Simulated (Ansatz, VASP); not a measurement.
## Te: VASP beside Ansatz

The input INCAR:

```
SYSTEM = Te
  PREC = Accurate
  ENCUT = 500
  EDIFF = 1E-6
  ISMEAR = -1
  SIGMA = 0.03
  LREAL = .FALSE.
  LASPH = .TRUE.
  NELM = 120
  ALGO = Normal
  ISIF = 2
  LWAVE = .FALSE.
  LCHARG = .TRUE.
  GGA = PE
  LELF = .TRUE.
  LVHAR = .TRUE.
  NBANDS = 9
  GGA_COMPAT = .FALSE.
```

Contents of KPOINTS:

```
regular mesh
0
G
  11 11 11
  0 0 0
```

Contents of POSCAR:

```
Te
1.0
    3.2628070856      0.0000000000      0.0000000000
    0.0000000000      3.2628070856      0.0000000000
    0.0000000000      0.0000000000      3.2628070856
Te
1
Direct
    0.0000000000      0.0000000000      0.0000000000
```

Input for Ansatz:

```yaml
crystal:
  lattice:
    - [3.2628070856, 0.0, 0.0]
    - [0.0, 3.2628070856, 0.0]
    - [0.0, 0.0, 3.2628070856]
  atoms:
    - { symbol: Te, position: [0.0, 0.0, 0.0] }
kpoints:
  mp_grid: { grid: [11, 11, 11] }
scf:
  occupations: { method: fermi_dirac, width: 0.03 }
hamiltonian:
  xc: pbe
  pseudopotentials: { kind: all_electron, lapw: { basis_error: 0.0005 } }
output:
  forces: true
  stress: true
  eigenvalues: true
```

Change from the starting cell: volume scaled by 1.06.

Alike in both runs: task single point; functional PBE; k mesh 11 × 11 × 11; occupations fermi-dirac, width 0.03 eV; no spin polarisation.

|  | VASP | Ansatz |
| --- | --- | --- |
| version | VASP 6.6.1 | Ansatz 0.2.0 |
| potentials or method | VASP PAW PBE potentials, release 64 (Te), cutoff 500 eV | all-electron LAPW, scalar-relativistic |

```csv
,VASP,Ansatz,Ansatz less VASP
pressure (GPa),-2.6,-2.5,+0.05
```

Ansatz ran all-electron here, and VASP with PAW potentials.

Neither program's run includes spin-orbit coupling.
